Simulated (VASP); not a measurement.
TbMo:

```
Tb Mo
1.0
     1.74795   -2.52143    0.00000
     1.74795    2.52143    0.00000
     0.00000    0.00000    4.84286
Tb Mo
1 1
Direct
  0.00000 0.00000 0.00000
  0.50000 0.50000 0.50000
```

The cell was generated, and may not be a known phase.

```yaml
Program: VASP 6.6.1
Task: relaxation of cell and atoms
Functional: PBE
Potentials_or_basis: VASP PAW PBE potentials, release 64 (Tb_3, Mo_sv), 4f in core
Cutoff: 500 eV
k_mesh: 20 × 20 × 12
Occupations: gaussian, width 0.1 eV
Spin: no spin polarisation
```

At the start: pressure -1.6 GPa; volume 21.34 Å³/atom.

Task: Where does the relaxation end?

Result: Over 10 steps the energy falls by 4.7 meV/atom and the volume is 21.00 Å³/atom (-1.6 %); space group Cmmm (No. 65, to 0.1 Å) before and after.

The path:
| step | energy change (eV) | largest force (eV/Å) | pressure (GPa) | volume (Å³) |
| --- | --- | --- | --- | --- |
| 1 | 0.0000 | 0.0000 | -1.59 | 42.69 |
| 2 | -0.0051 | 0.0000 | 1.43 | 41.39 |
| 3 | -0.0064 | 0.0000 | 0.45 | 41.79 |
| 4 | -0.0087 | 0.0000 | 0.22 | 41.89 |
| 5 | -0.0093 | 0.0000 | 0.02 | 41.98 |
| 6 | -0.0093 | 0.0000 | 0.04 | 41.97 |
| 7 | -0.0093 | 0.0000 | 0.05 | 41.96 |
| 8 | -0.0093 | 0.0000 | -0.03 | 42.00 |
| 9 | -0.0093 | 0.0000 | -0.04 | 42.00 |
| 10 | -0.0093 | 0.0000 | 0.00 | 41.99 |

Final structure:
```yaml
crystal:
  lattice:
    - [1.76364, -2.46074, 0.00000]
    - [1.76364, 2.46074, 0.00000]
    - [0.00000, 0.00000, 4.83801]
  atoms:
    - { symbol: Tb, position: [0.00000, 0.00000, 0.00000] }
    - { symbol: Mo, position: [0.50000, 0.50000, 0.50000] }
```
